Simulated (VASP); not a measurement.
Write the native input for VASP 6.6.1 that does the following.

- Task: single point
- Functional: PBEsol
- Potentials or basis: VASP PAW PBE potentials, release 64 (Na_pv, S)
- Cutoff: 500 eV
- k mesh: 6 × 6 × 6
- Occupations: gaussian, width 0.01 eV
- Spin: no spin polarisation
- Dipole correction: no
- Further INCAR settings: ALGO = Normal; EDIFF = 1e-06; NBANDS = 17

The structure of Na2S lies in POSCAR:

```
Na2S
1.0
    0.0000000000      3.2506223128      3.2668754243
    3.2506223128      0.0000000000      3.2668754243
    3.2506223128      3.2506223128      0.0000000000
Na S
2 1
Direct
    0.2500000000      0.2500000000      0.2500000000
    0.7500000000      0.7500000000      0.7500000000
    0.0000000000      0.0000000000      0.0000000000
```

This cell differs from its parent crystal: z stretched by +0.5 %, x and y held.

The input as run:

INCAR

```
PREC = Accurate ; ENCUT = 500
EDIFF = 1E-6 ; ISMEAR = 0
SIGMA = 0.01 ; LREAL = F
LASPH = T ; NELM = 120
ALGO = Normal ; ISIF = 2
LWAVE = F ; LCHARG = F
GGA = PS ; NBANDS = 17
GGA_COMPAT = F
```

KPOINTS

```
regular mesh
0
Gamma
  6 6 6
```

Potentials or basis: VASP PAW PBE potentials, release 64 (Na_pv, S).

The run is started by

```console
$ cat potpaw_PBE.64/Na_pv/POTCAR potpaw_PBE.64/S/POTCAR > POTCAR
$ mpirun -np 1 vasp_std > vasp.out
```

It gave:

The pressure is -0.1 GPa and the band gap on the k mesh is 2.41 eV.

Caveat: the cell differs from its parent crystal (z stretched by +0.5 %, x and y held); the PAW data sets were made with another functional, which shifts forces and pressure a little.

Wall time 25 s on 1 thread of Intel(R) Xeon(R) Platinum 8488C (Sapphire Rapids) (shared host), peak memory 0.2 GiB.
